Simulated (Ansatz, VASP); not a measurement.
# HfO2: VASP beside Ansatz

```
Hf O
1.0
     5.08032    0.00000    0.00000
     0.00000    5.16487    0.00000
     0.00000    0.00000    4.89088
Hf O
4 8
Direct
  0.22259 0.78180 0.27207
  0.72259 0.71820 0.72793
  0.77741 0.21820 0.27207
  0.27741 0.28180 0.72793
  0.18682 0.16365 0.10453
  0.68682 0.33635 0.89547
  0.81318 0.83635 0.10453
  0.31318 0.66365 0.89547
  0.00000 0.50000 0.48905
  0.50000 0.00000 0.51095
  0.00000 0.00000 0.57562
  0.50000 0.50000 0.42438
```

Alike in both runs: functional PBE; k mesh 5 × 5 × 6; occupations fermi-dirac, width 0.05 eV; no spin polarisation.

|  | VASP | Ansatz |
| --- | --- | --- |
| version | VASP 6.6.1 | Ansatz 0.2.0 |
| potentials or method | VASP PAW PBE potentials, release 64 (Hf_pv, O) | Ansatz PAW |
| plane-wave cutoff (eV) | 520 | 420 |
| valence electrons in the cell | 88 | 152 |
| task | single point | band structure |

VASP gave:

* gap on the k mesh at the Fermi level (eV): 3.83
* least direct gap on the mesh (eV): 3.83
* pressure (GPa): 6.5
* traceless stress, the component that is largest in VASP (GPa): -0.38
* rms of the force components (eV/Å): 0.043

Q: Estimate Ansatz's values.

A: gap on the k mesh at the Fermi level (eV): 3.86; least direct gap on the mesh (eV): 3.86; pressure (GPa): 9.9; traceless stress, the component that is largest in VASP (GPa): -0.57; rms of the force components (eV/Å): 0.081.

Atom by atom the forces differ by 0.042 eV/Å (rms over components). The functional is the same, so the differences come from potentials, cutoffs and numerics. VASP's potentials hold 88 valence electrons a cell and Ansatz's 152, so a difference there can come from the potentials and not from the codes.

Spin-orbit coupling is off throughout.
